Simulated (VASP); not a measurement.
The system is CdS.

```
Cd S
1.0
    -1.84965    2.07642    3.41409
     1.84965   -2.07642    3.41409
     1.84965    2.07642   -3.41409
Cd S
1 1
Direct
  0.00000 0.00000 0.00000
  0.50000 0.00000 0.50000
```

| Quantity | Value |
| --- | --- |
| Program | VASP 6.6.1 |
| Task | relaxation of cell and atoms |
| Functional | PBE |
| Potentials or basis | VASP PAW PBE potentials, release 64 (Cd, S) |
| Cutoff | 600 eV |
| k mesh | 6 × 6 × 6 |
| Occupations | gaussian, width 0.1 eV |
| Spin | no spin polarisation |

At the start: pressure 21.5 GPa; volume 26.22 Å³/atom.

**Question.** Where does the relaxation end?

**Answer.** Over 27 steps the energy falls by 1166.9 meV/atom and the volume is 20.85 Å³/atom (-20.5 %); space group Fm-3m (No. 225, to 0.05 Å).

Step by step:
```
step  energy change (eV)  largest force (eV/Å)  pressure (GPa)  volume (Å³)
   1              0.0000                0.0000           21.53        52.45
   2              0.2099                0.0000           -7.96        79.82
   3             -0.3294                0.0000           -7.91        73.03
   4             -0.7114                0.0000           -6.98        68.09
   5             -1.0898                0.0000           -1.10        60.22
   6             -1.0898                0.0000           -1.31        60.37
   7             -1.1591                0.0000           -1.45        58.87
   8             -1.4001                0.0000           -1.39        54.42
   9             -1.9703                0.0000            2.96        44.41
  10             14.7695                0.0000          371.46        19.84
  11             -1.9838                0.0000            3.31        44.05
  12             -2.0368                0.0000            9.36        39.51
  13             -2.0484                0.0000            7.26        40.79
  14             -2.0663                0.0000            7.11        40.64
  15             -2.1074                0.0000            6.91        40.17
  16             -2.1230                0.0000            7.15        39.11
  17             -2.1287                0.0000            6.98        39.40
  18             -2.1529                0.0000            6.04        39.75
  19             -2.2106                0.0000            3.41        40.81
  20             -2.2659                0.0000           -0.85        42.95
  21             -2.2687                0.0000           -1.79        43.51
  22             -2.2789                0.0000           -1.65        43.30
  23             -2.3051                0.0000           -1.05        42.64
  24             -2.3312                0.0000            0.69        41.31
  25             -2.3314                0.0000            0.98        41.12
  26             -2.3335                0.0000            0.40        41.44
  27             -2.3339                0.0000           -0.06        41.69
```

Final structure:
```
CELL_PARAMETERS angstrom
-1.94315 2.74334 1.95531
1.94315 -2.74334 1.95531
1.94315 2.74334 -1.95531
ATOMIC_POSITIONS crystal
Cd 0.00000 0.00000 0.00000
S 0.50000 0.00000 0.50000
```

Caveat: the volume moved by over 15 % at a fixed basis, so the end points are rough.
